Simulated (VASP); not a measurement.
# Ge (I4_1/amd) in VASP: notebook, part 2 of 2

VASP 6.6.1. The steps go on from the part before.

## Step 3: Relaxation of shape and atoms at fixed volume, PBEsol (18.90 Å³/atom)

This run uses another cell than the first one, of 18.90 Å³/atom.

File INCAR:

```
SYSTEM = Ge
ALGO = Normal ; EDIFF = 1E-6
EDIFFG = -0.01 ; ENCUT = 600
GGA = PS ; IBRION = 2
ISIF = 4 ; ISMEAR = 0
LASPH = .True. ; LCHARG = .False.
LREAL = .False. ; LWAVE = .False.
NELM = 80 ; NSW = 50
PREC = Accurate ; SIGMA = 0.1
```

File KPOINTS:

```
k-points
0
Gamma
  16 16 16
  0 0 0
```

File POSCAR:

```
Ge
1.0
   -2.5883907683      2.5883907683      1.4104915121
    2.5883907683     -2.5883907683      1.4104915121
    2.5883907683      2.5883907683     -1.4104915121
Ge
2
Direct
    0.2500000000      0.7500000000      0.5000000000
    0.5000000000      0.5000000000      0.0000000000
```

Potentials or basis: VASP PAW PBE potentials, release 64 (Ge_d).

Command:

```console
$ cat potpaw_PBE.64/Ge_d/POTCAR > POTCAR
$ mpirun -np 1 vasp_std > vasp.out
```

OUTCAR:

```text
SYSTEM = Ge
   EDIFF = 1E-6
   EDIFFG = -0.01
   ENCUT = 600
   GGA = PS
   IBRION = 2
   ISIF = 4
   ISMEAR = 0
   LASPH = .True.
   LREAL = .False.
   NELM = 80
   NSW = 50
   PREC = Accurate

 ion  position               nearest neighbor table
   1  0.250  0.750  0.500-   2 2.68   2 2.68   2 2.68   2 2.68
   2  0.500  0.500  0.000-   1 2.68   1 2.68   1 2.68   1 2.68

  LATTYP: Found a body centered tetragonal cell.
 ALAT       =     5.1767815366
 C/A-ratio  =     0.5449298960

  Lattice vectors:

 A1 = (  -2.5883907683,   2.5883907683,   1.4104915121)
 A2 = (   2.5883907683,  -2.5883907683,   1.4104915121)
 A3 = (   2.5883907683,   2.5883907683,  -1.4104915121)

Analysis of symmetry for initial positions (statically):
=====================================================================
 Subroutine PRICEL returns:
 Original cell was already a primitive cell.

 Routine SETGRP: Setting up the symmetry group for a
 body centered tetragonal supercell.

 Subroutine GETGRP returns: Found 16 space group operations
[... 210 lines left out ...]
  free energy    TOTEN  =        -9.53435343 eV

  energy without entropy =       -9.53103663  energy(sigma->0) =       -9.53269503

 E-fermi :   6.4576     XC(G=0): -11.3683

 val. band max:        6.4492521432   @ k =  -0.3125   0.3125   0.1875
 cond. band min:       6.4783947418   @ k =   0.4375   0.3750  -0.0000
 fundamental gap:      0.0291425987
 Fermi energy:         6.4576494510

 k-point     1 :       0.0000    0.0000    0.0000
  band No.  band energies     occupation
      1     -18.2171      2.00000
      2     -18.1731      2.00000
      3     -18.1441      2.00000
      4     -18.1418      2.00000
      5     -18.0452      2.00000
      6     -18.0452      2.00000
[... 481 lines left out ...]
      5     -18.0461      2.00000
      6     -18.0441      2.00000
[... 10 lines left out ...]
     17      13.6991      0.00000
     18      14.4900      0.00000

 [... further k-points ...]

------------------------ aborting loop because EDIFF is reached ----------------------------------------

  FORCE on cell =-STRESS in cart. coord.  units (eV):
  Direction    XX          YY          ZZ          XY          YZ          ZX
  --------------------------------------------------------------------------------------
  -------------------------------------------------------------------------------------
  Total       -0.5166177     -0.5166177     -0.4932804      0.0000000      0.0000000      0.0000000
  in kB      -21.8972550    -21.8972550    -20.9080854      0.0000000      0.0000000      0.0000000
  external PRESSURE =     -21.5675318 kB  Pullay stress =       0.0000000 kB

 VOLUME and BASIS-vectors are now :
 -----------------------------------------------------------------------------
  energy-cutoff  :      600.00
  volume of cell :       37.80
      direct lattice vectors                 reciprocal lattice vectors
    -2.587297445  2.587297445  1.411683837     0.000000000  0.193251843  0.354186955
     2.587297445 -2.587297445  1.411683837     0.193251843  0.000000000  0.354186955
     2.587297445  2.587297445 -1.411683837     0.193251843  0.193251843  0.000000000

 POSITION                                       TOTAL-FORCE (eV/Angst)
 -----------------------------------------------------------------------------------
      2.58730      0.00000      0.70584         0.000000     -0.000000     -0.000000
      2.58730      2.58730      0.00000        -0.000000      0.000000      0.000000
 -----------------------------------------------------------------------------------
    total drift:                                0.000000     -0.000000      0.000000

  FREE ENERGIE OF THE ION-ELECTRON SYSTEM (eV)
  ---------------------------------------------------
  free  energy   TOTEN  =        -9.5343534329 eV

  energy  without entropy=       -9.5310366285  energy(sigma->0) =       -9.53269503

 reached required accuracy - stopping structural energy minimisation
```

OSZICAR:

```text
N       E                     dE             d eps       ncg     rms          rms(c)
DAV:   1     0.158704889716E+03    0.15870E+03   -0.16290E+04 13086   0.484E+03
DAV:   2     0.949836057624E+01   -0.14921E+03   -0.14680E+03 12584   0.550E+02
DAV:   3    -0.903825280473E+01   -0.18537E+02   -0.18309E+02 14102   0.142E+02
DAV:   4    -0.956915173194E+01   -0.53090E+00   -0.52697E+00 14618   0.273E+01
DAV:   5    -0.957728170532E+01   -0.81300E-02   -0.81272E-02 14116   0.337E+00    0.209E+00
DAV:   6    -0.954631065892E+01    0.30971E-01   -0.36396E-02 16538   0.375E+00    0.114E+00
DAV:   7    -0.953483337371E+01    0.11477E-01   -0.20361E-02 16730   0.244E+00    0.134E-01
DAV:   8    -0.953431892725E+01    0.51445E-03   -0.26524E-03 14784   0.107E+00    0.422E-02
DAV:   9    -0.953432190147E+01   -0.29742E-05   -0.79061E-05 15306   0.143E-01    0.893E-03
DAV:  10    -0.953432238281E+01   -0.48133E-06   -0.34816E-06 12778   0.222E-02
   1 F= -.95343224E+01 E0= -.95326477E+01  d E =-.953432E+01
       N       E                     dE             d eps       ncg     rms          rms(c)
DAV:   1    -0.953466225567E+01   -0.34035E-03   -0.54060E-03 15374   0.743E-01    0.101E-01
DAV:   2    -0.953445651153E+01    0.20574E-03   -0.30788E-04 15506   0.370E-01    0.620E-02
DAV:   3    -0.953435123982E+01    0.10527E-03   -0.19883E-04 19510   0.272E-01    0.673E-03
DAV:   4    -0.953435350319E+01   -0.22634E-05   -0.33293E-05 13220   0.685E-02    0.441E-03
DAV:   5    -0.953435343293E+01    0.70264E-07   -0.39528E-07  7186   0.189E-02
   2 F= -.95343534E+01 E0= -.95326950E+01  d E =-.310501E-04
```

It took 2.9 min on 1 thread of Intel Xeon Platinum 8488C (Sapphire Rapids), shared host; peak memory 0.36 GiB.

What came out:

```
Free energy               : -9.5344 eV
Energy gained by relaxing : 0.0 meV/atom
Ionic steps               : 2
Pressure after relaxing   : -2.2 GPa
Band gap on the k mesh    : zero (bands 14 and 15 overlap by 5.21 eV)
```

Final structure:
```
Ge
1.0
    -2.58730    2.58730    1.41168
     2.58730   -2.58730    1.41168
     2.58730    2.58730   -1.41168
Ge
2
Direct
  0.25000 0.75000 0.50000
  0.50000 0.50000 0.00000
```

Caveat: the PAW data sets were made with another functional, which shifts forces and pressure a little.

The gap in the log of VASP goes by the Fermi energy; the results here count the filled bands.